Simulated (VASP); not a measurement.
# Ta (Im-3m) in VASP: notebook

Runs on Ta. Level: r2SCAN. Tasks: relaxation of cell and atoms.

Everything below comes from runs of VASP 6.6.1. Logs are shortened: lines on timing, memory, paths and dates and some standing lists are left out, and cuts for length are marked.

## 1. The cell of the first run

It takes space group Im-3m (No. 229, cubic). The conventional cell has a = 3.303 Å, b = 3.303 Å, c = 3.303 Å, α = 90.00°, β = 90.00°, γ = 90.00°. Ta (site symmetry m-3m) has 14 Ta at 2.86 to 3.30 Å within 3.8 Å.

## 2. Relaxation of cell and atoms, r2SCAN

POSCAR

```
Ta
1.0
   -1.6512800000      1.6512800000      1.6512800000
    1.6512800000     -1.6512800000      1.6512800000
    1.6512800000      1.6512800000     -1.6512800000
Ta
1
Direct
    0.0000000000      0.0000000000      0.0000000000
```

INCAR.step1

```
SYSTEM = Ta
PREC = Accurate
ENCUT = 600
ISMEAR = -1
SIGMA = 0.08
LREAL = .False.
LASPH = .True.
NELM = 80
GGA = PE
ALGO = Normal
EDIFF = 1E-4
LWAVE = .True.
LCHARG = .False.
```

INCAR.step2

```
SYSTEM = Ta
PREC = Accurate
ENCUT = 600
EDIFF = 1E-7
ISMEAR = -1
SIGMA = 0.08
LREAL = .False.
LASPH = .True.
NELM = 80
ALGO = Normal
ISIF = 3
LWAVE = .False.
LCHARG = .False.
METAGGA = R2SCAN
LMIXTAU = .True.
IBRION = 2
NSW = 100
EDIFFG = -0.002
ISTART = 1
```

KPOINTS

```
Automatic mesh
0
Gamma
  24 24 24
  0 0 0
```

Potentials or basis: VASP PAW PBE potentials, release 64 (Ta_pv).

Run with:

```bash
$ cat potpaw_PBE.64/Ta_pv/POTCAR > POTCAR
$ cp INCAR.step1 INCAR
$ mpirun -np 1 vasp_std > vasp.out
$ cp INCAR.step2 INCAR
$ mpirun -np 1 vasp_std > vasp.out
```

OUTCAR:

```text
SYSTEM = Ta
   PREC = Accurate
   ENCUT = 600
   EDIFF = 1E-7
   ISMEAR = -1
   LREAL = .False.
   LASPH = .True.
   NELM = 80
   ISIF = 3
   METAGGA = R2SCAN
   IBRION = 2
   NSW = 100
   EDIFFG = -0.002
   ISTART = 1

 ion  position               nearest neighbor table
   1  0.000  0.000  0.000-

  LATTYP: Found a body centered cubic cell.
 ALAT       =     3.3025600000

  Lattice vectors:

 A1 = (  -1.6512800000,   1.6512800000,   1.6512800000)
 A2 = (   1.6512800000,  -1.6512800000,   1.6512800000)
 A3 = (   1.6512800000,   1.6512800000,  -1.6512800000)

Analysis of symmetry for initial positions (statically):
=====================================================================
 Subroutine PRICEL returns:
 Original cell was already a primitive cell.

 Routine SETGRP: Setting up the symmetry group for a
 body centered cubic supercell.

 Subroutine GETGRP returns: Found 48 space group operations
 (whereof 48 operations were pure point group operations)
 out of a pool of 48 trial point group operations.

The static configuration has the point symmetry O_h .

Analysis of symmetry for dynamics (positions and initial velocities):
=====================================================================
 Subroutine PRICEL returns:
 Original cell was already a primitive cell.

 Routine SETGRP: Setting up the symmetry group for a
 body centered cubic supercell.

 Subroutine GETGRP returns: Found 48 space group operations
 (whereof 48 operations were pure point group operations)
 out of a pool of 48 trial point group operations.

The dynamic configuration has the point symmetry O_h .

 Subroutine INISYM returns: Found 48 space group operations
 (whereof 48 operations are pure point group operations),
 and found     1 'primitive' translations

----------------------------------------------------------------------------------------

                                     Primitive cell

  volume of cell :      18.0104

  direct lattice vectors                    reciprocal lattice vectors
    -1.651280000  1.651280000  1.651280000     0.000000000  0.302795407  0.302795407
     1.651280000 -1.651280000  1.651280000     0.302795407  0.000000000  0.302795407
     1.651280000  1.651280000 -1.651280000     0.302795407  0.302795407  0.000000000

  length of vectors
     2.860100858  2.860100858  2.860100858     0.428217371  0.428217371  0.428217371

  position of ions in fractional coordinates (direct lattice)
     0.000000000  0.000000000  0.000000000

  ion indices of the primitive-cell ions
   primitive index   ion index
                 1           1

----------------------------------------------------------------------------------------

 KPOINTS: Automatic mesh

Automatic generation of k-mesh.
 Grid dimensions read from file:
 generate k-points for:   24   24   24

 Generating k-lattice:

  Cartesian coordinates                     Fractional coordinates (reciprocal lattice)
     0.000000000  0.012616475  0.012616475     0.041666667  0.000000000  0.000000000
     0.012616475  0.000000000  0.012616475     0.000000000  0.041666667  0.000000000
     0.012616475  0.012616475  0.000000000     0.000000000  0.000000000  0.041666667

  Length of vectors
     0.017842390  0.017842390  0.017842390

  Shift w.r.t. Gamma in fractional coordinates (k-lattice)
     0.000000000  0.000000000  0.000000000

 Subroutine IBZKPT returns following result:
 ===========================================

 Found    413 irreducible k-points:

 Following reciprocal coordinates:
            Coordinates               Weight
  0.000000  0.000000  0.000000      1.000000
  0.041667  0.000000  0.000000     12.000000
  0.083333  0.000000  0.000000     12.000000
  0.125000  0.000000  0.000000     12.000000
  0.166667  0.000000  0.000000     12.000000
  0.208333  0.000000  0.000000     12.000000
[... 16 lines left out ...]
  0.416667  0.041667  0.000000     48.000000
  0.458333  0.041667  0.000000     48.000000
 [... further k-points ...]
   k-points           NKPTS =    413   k-points in BZ     NKDIM =    413   number of bands    NBANDS=      9
   number of dos      NEDOS =    301   number of ions     NIONS =      1
   total plane-waves  NPLWV =  13824
   dimension x,y,z NGX =    24 NGY =   24 NGZ =   24
   dimension x,y,z NGXF=    48 NGYF=   48 NGZF=   48
   ions per type =               1
   NGX,Y,Z   is equivalent  to a cutoff of  13.95, 13.95, 13.95 a.u.
   NGXF,Y,Z  is equivalent  to a cutoff of  27.90, 27.90, 27.90 a.u.
 SYSTEM =  Ta
   PREC   = accura    normal or accurate (medium, high low for compatibility)
   ISTART =      1    job   : 0-new  1-cont  2-samecut
   ICHARG =      0    charge: 1-file 2-atom 10-const
   ISPIN  =      1    spin polarized calculation?
   LNONCOLLINEAR =      F non collinear calculations
   LSORBIT =      F    spin-orbit coupling
   LASPH  =      T    aspherical Exc in radial PAW
   ENCUT  =  600.0 eV  44.10 Ry    6.64 a.u.   5.71  5.71  5.71*2*pi/ulx,y,z
   NELM   =     80;   NELMIN=  2; NELMDL=  0     # of ELM steps
   EDIFF  = 0.1E-06   stopping-criterion for ELM
   LREAL  =      F    real-space projection
   EDIFFG = -.2E-02   stopping-criterion for IOM
   NSW    =    100    number of steps for IOM
   IBRION =      2    ionic relax: 0-MD 1-quasi-New 2-CG
   NFREE  =      1    steps in history (QN), initial steepest desc. (CG)
   ISIF   =      3    stress and relaxation
   ISYM   =      2    0-nonsym 1-usesym 2-fastsym
   POTIM  = 0.5000    time-step for ionic-motion
   TEBEG  =    0.0;   TEEND  =   0.0 temperature during run
   PSTRESS=    0.0 pullay stress
   NELECT =      11.0000    total number of electrons
   NUPDOWN=      -1.0000    fix difference up-down
   EMIN   =  10.00;   EMAX   =-10.00  energy-range for DOS
   EFERMI =   0.00;   METHOD = LEGACY
   ISMEAR =    -1;   SIGMA  =   0.08  broadening in eV -4-tet -1-fermi 0-gaus
   EFERMI_NEDOS =   21; number of points for ismear=-14 and -15
   IALGO  =     38    algorithm
   IMIX   =      4    mixing-type and parameters
     AMIX     =   0.40;   BMIX     =  1.00
     AMIX_MAG =   1.60;   BMIX_MAG =  1.00
  volume/ion in A,a.u.               =      18.01       121.54
  Fermi-wavevector in a.u.,A,eV,Ry     =   1.388988  2.624806 26.249534  1.929286
  Thomas-Fermi vector in A             =   2.513061
   LORBIT       =      0    0 simple, 1 ext, 2 COOP (PROOUT), +10 PAW based schemes
   METAGGA = R2SCAN    functional components
   LHFCALC =     F    Hartree Fock is set to
   AEXX    =    0.0000 exact exchange contribution
   IVDW    =     0    specifies the selected vdW correction
   LEPSILON=     F    determine dielectric tensor
   LRPA    =     F    only Hartree local field effects (RPA)
 conjugate gradient relaxation of ions
 non-spin polarized calculation
  energy-cutoff  :      600.00
  volume of cell :       18.01
 maximum number of plane-waves:       615
   NGX = 11   NGY = 11   NGZ = 11

--------------------------------------- Ionic step        1  -------------------------------------------

 number of electron      11.0000002 magnetization

 Free energy of the ion-electron system (eV)
  ---------------------------------------------------
  ext. energy  EPLUGINS =         0.00000000
  ---------------------------------------------------
  free energy    TOTEN  =       -48.59259351 eV

  energy without entropy =      -48.56587058  energy(sigma->0) =      -48.57923205

------------------------ aborting loop because EDIFF is reached ----------------------------------------

  FORCE on cell =-STRESS in cart. coord.  units (eV):
  Direction    XX          YY          ZZ          XY          YZ          ZX
  --------------------------------------------------------------------------------------
  -------------------------------------------------------------------------------------
  Total        0.1301748      0.1301748      0.1301748      0.0000000      0.0000000      0.0000000
  in kB       11.5801796     11.5801796     11.5801796      0.0000000      0.0000000      0.0000000
  external PRESSURE =      11.5801796 kB  Pullay stress =       0.0000000 kB
[... 55 lines left out ...]
  energy  without entropy=      -48.5635951149  energy(sigma->0) =      -48.57729587

--------------------------------------- Ionic step        3  -------------------------------------------

 number of electron      11.0000002 magnetization

 Free energy of the ion-electron system (eV)
  ---------------------------------------------------
  ext. energy  EPLUGINS =         0.00000000
  ---------------------------------------------------
  free energy    TOTEN  =       -48.59295595 eV

  energy without entropy =      -48.56602276  energy(sigma->0) =      -48.57948936

 E-fermi :   5.2806     XC(G=0): -13.7390

 val. band max:        5.2653098474   @ k =   0.2083   0.0417   0.0000
 cond. band min:       5.2819492053   @ k =  -0.2083   0.2500   0.0417
 fundamental gap:      0.0166393578
 Fermi energy:         5.2805623716

 k-point     1 :       0.0000    0.0000    0.0000
  band No.  band energies     occupation
      1     -28.9654      2.00000
      2     -28.9654      2.00000
      3     -28.9654      2.00000
      4      -3.0282      2.00000
      5       6.1218      0.00005
      6       6.1218      0.00005
      7       6.1218      0.00005
      8       9.5906      0.00000
      9       9.5906      0.00000
[... 265 lines left out ...]
 k-point    24 :       0.4583    0.0417    0.0000
  band No.  band energies     occupation
      1     -30.1669      2.00000
      2     -29.3582      2.00000
      3     -28.9820      2.00000
      4       0.8051      2.00000
      5       3.7491      2.00000
      6       6.5693      0.00000
      7       9.4322      0.00000
      8      10.5596      0.00000
      9      13.3195      0.00000

 [... further k-points ...]

------------------------ aborting loop because EDIFF is reached ----------------------------------------

  FORCE on cell =-STRESS in cart. coord.  units (eV):
  Direction    XX          YY          ZZ          XY          YZ          ZX
  --------------------------------------------------------------------------------------
  -------------------------------------------------------------------------------------
  Total        0.0008552      0.0008552      0.0008552      0.0000000     -0.0000000      0.0000000
  in kB        0.0756497      0.0756497      0.0756497      0.0000000     -0.0000000      0.0000000
  external PRESSURE =       0.0756497 kB  Pullay stress =       0.0000000 kB
[... 16 lines left out ...]
  FREE ENERGIE OF THE ION-ELECTRON SYSTEM (eV)
  ---------------------------------------------------
  free  energy   TOTEN  =       -48.5929559508 eV

  energy  without entropy=      -48.5660227633  energy(sigma->0) =      -48.57948936

 reached required accuracy - stopping structural energy minimisation
```

Run time: 4 min. Hardware: 1 thread of Intel Xeon 6975P-C (Granite Rapids), shared host; peak memory 0.23 GiB.

What came out:

* Free energy: -48.5930 eV
* Relaxed volume: 18.11 Å³/atom
* Relaxed cell: a = 2.865 Å, b = 2.865 Å, c = 2.865 Å, α = 109.47°, β = 109.47°, γ = 109.47°
* Space group after relaxing (to 0.1 Å): Im-3m (No. 229)
* Energy gained by relaxing: 0.4 meV/atom
* Ionic steps: 3
* Pressure after relaxing: 0.0 GPa
* Band gap on the k mesh: zero (an odd number of electrons rules out a gap without spin polarisation)

Step by step:
| step | energy change (eV) | largest force (eV/Å) | pressure (GPa) | volume (Å³) |
| --- | --- | --- | --- | --- |
| 1 | 0.0000 | 0.0000 | 1.16 | 18.01 |
| 2 | 0.0016 | 0.0000 | -2.58 | 18.35 |
| 3 | -0.0004 | 0.0000 | 0.01 | 18.11 |

Final structure:
```yaml
crystal:
  lattice:
    - [-1.65439, 1.65439, 1.65439]
    - [1.65439, -1.65439, 1.65439]
    - [1.65439, 1.65439, -1.65439]
  atoms:
    - { symbol: Ta, position: [0.00000, 0.00000, 0.00000] }
```

Caveat: the PAW data sets were made with another functional, which shifts forces and pressure a little; spin-orbit coupling is left out, which moves the levels of the heavy elements. Zero-point motion and thermal expansion aren't in these numbers.

## 3. Relaxation of cell and atoms, r2SCAN, target pressure 1 GPa, at which the enthalpy is minimised

This run uses another cell than the first one, of 18.06 Å³/atom.

POSCAR

```
Ta
1.0
   -1.6527469160      1.6527469160      1.6527469160
    1.6527469160     -1.6527469160      1.6527469160
    1.6527469160      1.6527469160     -1.6527469160
Ta
1
Direct
    0.0000000000      0.0000000000      0.0000000000
```

INCAR.step1

```
PREC = Accurate
ENCUT = 600
ISMEAR = -1
SIGMA = 0.08
LREAL = F
LASPH = T
NELM = 100
GGA = PE
ALGO = Normal
EDIFF = 1E-4
LWAVE = T
LCHARG = F
```

INCAR.step2

```
PREC = Accurate
ENCUT = 600
EDIFF = 1E-6
ISMEAR = -1
SIGMA = 0.08
LREAL = F
LASPH = T
NELM = 100
ALGO = Normal
ISIF = 3
LWAVE = F
LCHARG = F
METAGGA = R2SCAN
LMIXTAU = T
IBRION = 2
NSW = 100
EDIFFG = -0.002
PSTRESS = 10.0
ISTART = 1
```

KPOINTS

```
regular mesh
0
Gamma
  24 24 24
```

Potentials or basis: VASP PAW PBE potentials, release 64 (Ta_pv).

Run with:

```bash
$ cat potpaw_PBE.64/Ta_pv/POTCAR > POTCAR
$ cp INCAR.step1 INCAR
$ mpirun -np 1 vasp_std > vasp.out
$ cp INCAR.step2 INCAR
$ mpirun -np 1 vasp_std > vasp.out
```

Wall time 5.9 min (1 thread of Intel Xeon 6975P-C (Granite Rapids), shared host); peak memory 0.24 GiB.

The run converged. Its results:

```yaml
Free_energy: -48.5927 eV
Relaxed_volume: 18.02 Å³/atom
Relaxed_cell: a = 2.861 Å, b = 2.861 Å, c = 2.861 Å, α = 109.47°, β = 109.47°, γ = 109.47°
Space_group_after_relaxing_to_0.1_Å: Im-3m (No. 229)
Energy_change_on_relaxing_the_run_minimises_the_enthalpy: +0.2 meV/atom
Ionic_steps: 9
Pressure_after_relaxing: 1.0 GPa
Band_gap_on_the_k_mesh: zero (an odd number of electrons rules out a gap without spin polarisation)
```

The path:
```tsv
step	energy change (eV)	largest force (eV/Å)	pressure (GPa)	volume (Å³)
1	0.0000	0.0000	0.61	18.06
2	0.0009	0.0000	1.93	17.94
3	0.0002	0.0000	1.03	18.02
4	0.0002	0.0000	1.06	18.03
5	0.0001	0.0000	0.79	18.04
6	0.0001	0.0000	0.95	18.03
7	0.0001	0.0000	0.91	18.03
8	0.0002	0.0000	0.94	18.03
9	0.0002	0.0000	1.01	18.02
```

Final structure:
```cif
data_structure
_symmetry_space_group_name_H-M 'P 1'
_symmetry_Int_Tables_number 1
_cell_length_a 2.8608
_cell_length_b 2.8608
_cell_length_c 2.8608
_cell_angle_alpha 109.471
_cell_angle_beta 109.471
_cell_angle_gamma 109.471
_cell_volume 18.02
loop_
_atom_site_label
_atom_site_type_symbol
_atom_site_fract_x
_atom_site_fract_y
_atom_site_fract_z
_atom_site_occupancy
Ta1 Ta 0.00000 0.00000 0.00000 1
```

Levels at points of the mesh, in eV from the Fermi level:
```csv
k point,band 3,band 4,band 5,band 6,band 7,band 8,band 9
"(0.00, 0.00, 0.00)",-34.22,-8.33,0.84,0.84,0.84,4.33,4.33
"(0.50, 0.00, 0.00)",-34.23,-4.56,-1.57,1.46,4.20,5.26,8.08
"(0.50, 0.50, 0.50)",-35.08,-3.94,-3.94,7.11,7.11,7.11,9.01
```

Caveat: the cell is relaxed towards a set pressure, so the run minimises the enthalpy, not the energy; the PAW data sets were made with another functional, which shifts forces and pressure a little; spin-orbit coupling is left out, which moves the levels of the heavy elements.

## 4. Relaxation of cell and atoms, r2SCAN, target pressure 15 GPa, at which the enthalpy is minimised

This run uses another cell than the first one, of 18.06 Å³/atom.

POSCAR is that of step 3.

INCAR.step1

```
PREC = Accurate ; ENCUT = 600
ISMEAR = -1 ; SIGMA = 0.08
LREAL = False ; LASPH = True
NELM = 60 ; GGA = PE
ALGO = Normal ; EDIFF = 1E-4
LWAVE = True ; LCHARG = False
```

INCAR.step2

```
PREC = Accurate ; ENCUT = 600
EDIFF = 1E-6 ; ISMEAR = -1
SIGMA = 0.08 ; LREAL = False
LASPH = True ; NELM = 60
ALGO = Normal ; ISIF = 3
LWAVE = False ; LCHARG = False
METAGGA = R2SCAN ; LMIXTAU = True
IBRION = 2 ; NSW = 100
EDIFFG = -0.002 ; PSTRESS = 150.0
ISTART = 1
```

KPOINTS is that of step 3.

Run with:

```bash
$ cat potpaw_PBE.64/Ta_pv/POTCAR > POTCAR
$ cp INCAR.step1 INCAR
$ mpirun -np 1 vasp_std > vasp.out
$ cp INCAR.step2 INCAR
$ mpirun -np 1 vasp_std > vasp.out
```

It took 8.2 min on 1 thread of Intel Xeon Platinum 8559C (Emerald Rapids), shared host; peak memory 0.23 GiB.

Results (log left out):

```
Free energy                                                : -48.5419 eV
Relaxed volume                                             : 16.96 Å³/atom
Relaxed cell                                               : a = 2.803 Å, b = 2.803 Å, c = 2.803 Å, α = 109.47°, β = 109.47°, γ = 109.47°
Space group after relaxing (to 0.1 Å)                      : Im-3m (No. 229)
Energy change on relaxing (the run minimises the enthalpy) : +51.0 meV/atom
Ionic steps                                                : 7
Pressure after relaxing                                    : 15.0 GPa
Band gap on the k mesh                                     : zero (an odd number of electrons rules out a gap without spin polarisation)
```

Step by step:
| step | energy change (eV) | largest force (eV/Å) | pressure (GPa) | volume (Å³) |
| --- | --- | --- | --- | --- |
| 1 | 0.0000 | 0.0000 | 0.61 | 18.06 |
| 2 | 0.8058 | 0.0000 | 78.64 | 14.14 |
| 3 | 0.0434 | 0.0000 | 13.73 | 17.05 |
| 4 | 0.0498 | 0.0000 | 14.82 | 16.97 |
| 5 | 0.0518 | 0.0000 | 15.14 | 16.95 |
| 6 | 0.0490 | 0.0000 | 14.66 | 16.98 |
| 7 | 0.0510 | 0.0000 | 15.00 | 16.96 |

Final structure:
```yaml
crystal:
  lattice:
    - [-1.61857, 1.61857, 1.61857]
    - [1.61857, -1.61857, 1.61857]
    - [1.61857, 1.61857, -1.61857]
  atoms:
    - { symbol: Ta, position: [0.00000, 0.00000, 0.00000] }
```

Levels at points of the mesh, in eV from the Fermi level:
| k point | band 2 | band 3 | band 4 | band 5 | band 6 | band 7 | band 8 | band 9 |
| --- | --- | --- | --- | --- | --- | --- | --- | --- |
| (0.00, 0.00, 0.00) | -33.96 | -33.96 | -8.55 | 0.84 | 0.84 | 0.84 | 4.55 | 4.55 |
| (0.50, 0.00, 0.00) | -34.44 | -33.98 | -4.84 | -1.76 | 1.79 | 4.47 | 5.60 | 8.71 |
| (0.50, 0.50, 0.50) | -34.99 | -34.99 | -4.34 | -4.34 | 7.63 | 7.63 | 7.63 | 9.63 |

Caveat: the cell is relaxed towards a set pressure, so the run minimises the enthalpy, not the energy; the PAW data sets were made with another functional, which shifts forces and pressure a little; spin-orbit coupling is left out, which moves the levels of the heavy elements.

## 5. Overview

```tsv
cell	gap on the mesh (eV)	pressure (GPa)
relaxed from a = 2.860 Å, angles 109.5°, 1 atom	none	0.0
relaxed to 1 GPa from a = 2.863 Å, angles 109.5°, 1 atom	none	1.0
relaxed to 15 GPa from a = 2.863 Å, angles 109.5°, 1 atom	none	15.0
```

Alike in all rows: task relaxation of cell and atoms; level r2SCAN; potentials or basis VASP PAW PBE potentials, release 64 (Ta_pv); no spin polarisation; k mesh 24 × 24 × 24; cutoff (eV) 600; smearing fermi-dirac 0.08 eV.

Caveats: the PAW data sets were made with another functional, which shifts forces and pressure a little; spin-orbit coupling is left out, which moves the levels of the heavy elements; the cell is relaxed towards a set pressure, so the run minimises the enthalpy, not the energy (at least some runs).

Absolute energies hang on the potentials; compare differences alone.
